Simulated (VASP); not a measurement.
# TaC (Fm-3m) in VASP: single point with LDA

Aim: the single point of TaC with LDA.

Everything below comes from runs of VASP 6.6.1. Logs are shortened: lines on timing, memory, paths and dates and some standing lists are left out, and cuts for length are marked.

## Step 1: The cell of the first run

It takes space group Fm-3m (No. 225, cubic). Conventional cell: a = 4.454 Å, b = 4.454 Å, c = 4.454 Å, α = 90.00°, β = 90.00°, γ = 90.00°. Within 2.9 Å of Ta (site symmetry m-3m) lie 6 C at 2.23 Å. Within 2.9 Å of C (site symmetry m-3m) lie 6 Ta at 2.23 Å.

## Step 2: Single point, LDA

INCAR

```
SYSTEM = TaC
ALGO = Normal ; EDIFF = 1E-6
ENCUT = 600 ; GGA_COMPAT = .FALSE.
ISIF = 2 ; ISMEAR = 0
LASPH = .TRUE. ; LCHARG = .FALSE.
LREAL = .FALSE. ; LWAVE = .FALSE.
NBANDS = 14 ; NELM = 120
PREC = Accurate ; SIGMA = 0.1
```

KPOINTS

```
k-points
0
G
  8 8 8
  0 0 0
```

POSCAR

```
TaC
1.0
    0.0000000000      2.2270000000      2.2270000000
    2.2270000000      0.0000000000      2.2270000000
    2.2270000000      2.2270000000      0.0000000000
Ta C
1 1
Direct
    0.0000000000      0.0000000000      0.0000000000
    0.5000000000      0.5000000000      0.5000000000
```

Potentials or basis: VASP PAW LDA potentials, release 64 (Ta_pv, C).

The run is started by

```bash
> cat potpaw_LDA.64/Ta_pv/POTCAR potpaw_LDA.64/C/POTCAR > POTCAR
> mpirun -np 1 vasp_std > vasp.out
```

OUTCAR:

```text
SYSTEM = TaC
   EDIFF = 1E-6
   ENCUT = 600
   ISIF = 2
   ISMEAR = 0
   LASPH = .TRUE.
   LREAL = .FALSE.
   NELM = 120
   PREC = Accurate

 ion  position               nearest neighbor table
   1  0.000  0.000  0.000-   2 2.23   2 2.23   2 2.23   2 2.23   2 2.23   2 2.23
   2  0.500  0.500  0.500-   1 2.23   1 2.23   1 2.23   1 2.23   1 2.23   1 2.23

  LATTYP: Found a face centered cubic cell.
 ALAT       =     4.4540000000

  Lattice vectors:

 A1 = (   0.0000000000,   2.2270000000,   2.2270000000)
 A2 = (   2.2270000000,   0.0000000000,   2.2270000000)
 A3 = (   2.2270000000,   2.2270000000,   0.0000000000)

Analysis of symmetry for initial positions (statically):
=====================================================================
 Subroutine PRICEL returns:
 Original cell was already a primitive cell.

 Routine SETGRP: Setting up the symmetry group for a
 face centered cubic supercell.

 Subroutine GETGRP returns: Found 48 space group operations
 (whereof 48 operations were pure point group operations)
 out of a pool of 48 trial point group operations.

The static configuration has the point symmetry O_h .

Analysis of symmetry for dynamics (positions and initial velocities):
=====================================================================
 Subroutine PRICEL returns:
 Original cell was already a primitive cell.

 Routine SETGRP: Setting up the symmetry group for a
 face centered cubic supercell.

 Subroutine GETGRP returns: Found 48 space group operations
 (whereof 48 operations were pure point group operations)
 out of a pool of 48 trial point group operations.

The dynamic configuration has the point symmetry O_h .

 Subroutine INISYM returns: Found 48 space group operations
 (whereof 48 operations are pure point group operations),
 and found     1 'primitive' translations

----------------------------------------------------------------------------------------

                                     Primitive cell

  volume of cell :      22.0897

  direct lattice vectors                    reciprocal lattice vectors
     0.000000000  2.227000000  2.227000000    -0.224517288  0.224517288  0.224517288
     2.227000000  0.000000000  2.227000000     0.224517288 -0.224517288  0.224517288
     2.227000000  2.227000000  0.000000000     0.224517288  0.224517288 -0.224517288

  length of vectors
     3.149453603  3.149453603  3.149453603     0.388875350  0.388875350  0.388875350

  position of ions in fractional coordinates (direct lattice)
     0.000000000  0.000000000  0.000000000
     0.500000000  0.500000000  0.500000000

  ion indices of the primitive-cell ions
[... 82 lines left out ...]
   ISYM   =      2    0-nonsym 1-usesym 2-fastsym
   POTIM  = 0.5000    time-step for ionic-motion
   TEBEG  =    0.0;   TEEND  =   0.0 temperature during run
   PSTRESS=    0.0 pullay stress
   NELECT =      15.0000    total number of electrons
   NUPDOWN=      -1.0000    fix difference up-down
   EMIN   =  10.00;   EMAX   =-10.00  energy-range for DOS
   EFERMI =   0.00;   METHOD = LEGACY
   ISMEAR =     0;   SIGMA  =   0.10  broadening in eV -4-tet -1-fermi 0-gaus
   EFERMI_NEDOS =   21; number of points for ismear=-14 and -15
   IALGO  =     38    algorithm
   IMIX   =      4    mixing-type and parameters
     AMIX     =   0.40;   BMIX     =  1.00
     AMIX_MAG =   1.60;   BMIX_MAG =  1.00
  volume/ion in A,a.u.               =      11.04        74.53
  Fermi-wavevector in a.u.,A,eV,Ry     =   1.438937  2.719196 28.171393  2.070539
  Thomas-Fermi vector in A             =   2.557848
   LORBIT       =      0    0 simple, 1 ext, 2 COOP (PROOUT), +10 PAW based schemes
   GGA     = CA    functional components
   LHFCALC =     F    Hartree Fock is set to
   AEXX    =    0.0000 exact exchange contribution
   IVDW    =     0    specifies the selected vdW correction
   LEPSILON=     F    determine dielectric tensor
   LRPA    =     F    only Hartree local field effects (RPA)
 non-spin polarized calculation
 Gauss-broadening in eV      SIGMA  =   0.10
  energy-cutoff  :      600.00
  volume of cell :       22.09
 maximum number of plane-waves:       754
 NGX is ok and might be reduce to    28
   NGX = 13   NGY = 13   NGZ = 13

 number of electron      15.0000000 magnetization

 Free energy of the ion-electron system (eV)
  ---------------------------------------------------
  ext. energy  EPLUGINS =         0.00000000
  ---------------------------------------------------
  free energy    TOTEN  =       -24.27652371 eV

  energy without entropy =      -24.27102734  energy(sigma->0) =      -24.27377553

 E-fermi :   8.5129     XC(G=0): -13.3826

 val. band max:        8.1935854898   @ k =   0.3750   0.1250   0.0000
 cond. band min:       8.5780284771   @ k =  -0.3750   0.3750   0.1250
 fundamental gap:      0.3844429872
 Fermi energy:         8.5128599697

 k-point     1 :       0.0000    0.0000    0.0000
  band No.  band energies     occupation
      1     -26.5519      2.00000
      2     -26.5519      2.00000
      3     -26.5519      2.00000
      4      -6.3157      2.00000
      5       6.9354      2.00000
      6       6.9354      2.00000
      7       6.9354      2.00000
      8       7.8823      2.00000
      9       7.8823      2.00000
     10       7.8823      2.00000
     11       8.9296      0.00000
     12       8.9296      0.00000
     13      15.0711      0.00000
     14      18.4318      0.00000
[... 377 lines left out ...]
      1     -27.1751      2.00000
      2     -26.8216      2.00000
      3     -26.6932      2.00000
      4      -2.6253      2.00000
      5       0.9016      2.00000
      6       3.2754      2.00000
      7       3.4855      2.00000
      8       9.9304      0.00000
      9      10.1776      0.00000
     10      11.8925      0.00000
     11      15.7481      0.00000
     12      16.1491      0.00000
     13      18.0178      0.00000
     14      20.3093      0.00000

 [... further k-points ...]
[... 5 lines left out ...]
  --------------------------------------------------------------------------------------
  -------------------------------------------------------------------------------------
  Total       -1.0492083     -1.0492083     -1.0492083      0.0000000     -0.0000000      0.0000000
  in kB      -76.0994714    -76.0994714    -76.0994714      0.0000000     -0.0000000      0.0000000
  external PRESSURE =     -76.0994714 kB  Pullay stress =       0.0000000 kB

 VOLUME and BASIS-vectors are now :
 -----------------------------------------------------------------------------
  energy-cutoff  :      600.00
  volume of cell :       22.09
      direct lattice vectors                 reciprocal lattice vectors
     0.000000000  2.227000000  2.227000000    -0.224517288  0.224517288  0.224517288
     2.227000000  0.000000000  2.227000000     0.224517288 -0.224517288  0.224517288
     2.227000000  2.227000000  0.000000000     0.224517288  0.224517288 -0.224517288

 POSITION                                       TOTAL-FORCE (eV/Angst)
 -----------------------------------------------------------------------------------
      0.00000      0.00000      0.00000        -0.000000     -0.000000     -0.000000
      2.22700      2.22700      2.22700         0.000000      0.000000      0.000000
 -----------------------------------------------------------------------------------
    total drift:                                0.000000      0.000000      0.000000

  FREE ENERGIE OF THE ION-ELECTRON SYSTEM (eV)
  ---------------------------------------------------
  free  energy   TOTEN  =       -24.2765237127 eV

  energy  without entropy=      -24.2710273394  energy(sigma->0) =      -24.27377553
```

OSZICAR:

```text
N       E                     dE             d eps       ncg     rms          rms(c)
DAV:   1     0.823759826007E+02    0.82376E+02   -0.83717E+03   812   0.116E+03
DAV:   2    -0.250950394174E+02   -0.10747E+03   -0.10222E+03   968   0.299E+02
DAV:   3    -0.277382324385E+02   -0.26432E+01   -0.26229E+01   968   0.422E+01
DAV:   4    -0.277551777968E+02   -0.16945E-01   -0.16837E-01   926   0.364E+00
DAV:   5    -0.277552727424E+02   -0.94946E-04   -0.94937E-04   982   0.260E-01    0.244E+01
DAV:   6    -0.243569489649E+02    0.33983E+01   -0.77076E+00   946   0.252E+01    0.874E+00
DAV:   7    -0.243153539463E+02    0.41595E-01   -0.55784E-01  1058   0.517E+00    0.589E+00
DAV:   8    -0.242840644412E+02    0.31290E-01   -0.14657E-01   926   0.255E+00    0.134E+00
DAV:   9    -0.242765572442E+02    0.75072E-02   -0.16294E-02   962   0.772E-01    0.115E-01
DAV:  10    -0.242765364993E+02    0.20745E-04   -0.14297E-03   992   0.325E-01    0.224E-02
DAV:  11    -0.242765239055E+02    0.12594E-04   -0.43130E-05   946   0.593E-02    0.710E-03
DAV:  12    -0.242765237127E+02    0.19278E-06   -0.29503E-06   888   0.149E-02
   1 F= -.24276524E+02 E0= -.24273776E+02  d E =-.549637E-02
```

stdout:

```text
POSCAR found type information on POSCAR TaC
 POSCAR found :  2 types and       2 ions
 scaLAPACK will be used
 LDA part: xc-table for (Slater(with rela. corr.)+CA(PZ))
 , standard interpolation
 POSCAR, INCAR and KPOINTS ok, starting setup
 FFT: planning ... GRIDC
 FFT: planning ... GRID_SOFT
 FFT: planning ... GRID
 WAVECAR not read
 entering main loop
```

It took 9.5 s on 1 thread of Intel Xeon Platinum 8375C at 2.90GHz (Ice Lake), shared host; peak memory 0.15 GiB.

What came out:

```yaml
Free_energy: -24.2765 eV
Pressure: -7.6 GPa
```

Levels at points of the mesh, in eV from the Fermi level:
| k point | band 4 | band 5 | band 6 | band 7 | band 8 | band 9 | band 10 | band 11 | band 12 | band 13 |
| --- | --- | --- | --- | --- | --- | --- | --- | --- | --- | --- |
| (0.00, 0.00, 0.00) | -14.83 | -1.58 | -1.58 | -1.58 | -0.63 | -0.63 | -0.63 | 0.42 | 0.42 | 6.56 |
| (0.50, 0.00, 0.00) | -10.29 | -8.89 | -5.67 | -5.67 | 2.47 | 2.47 | 3.47 | 5.33 | 9.73 | 9.73 |
| (0.50, 0.50, 0.00) | -12.72 | -4.77 | -4.70 | -1.89 | -1.89 | 2.37 | 3.84 | 3.84 | 6.68 | 8.03 |

Caveat: spin-orbit coupling is left out, which moves the levels of the heavy elements.
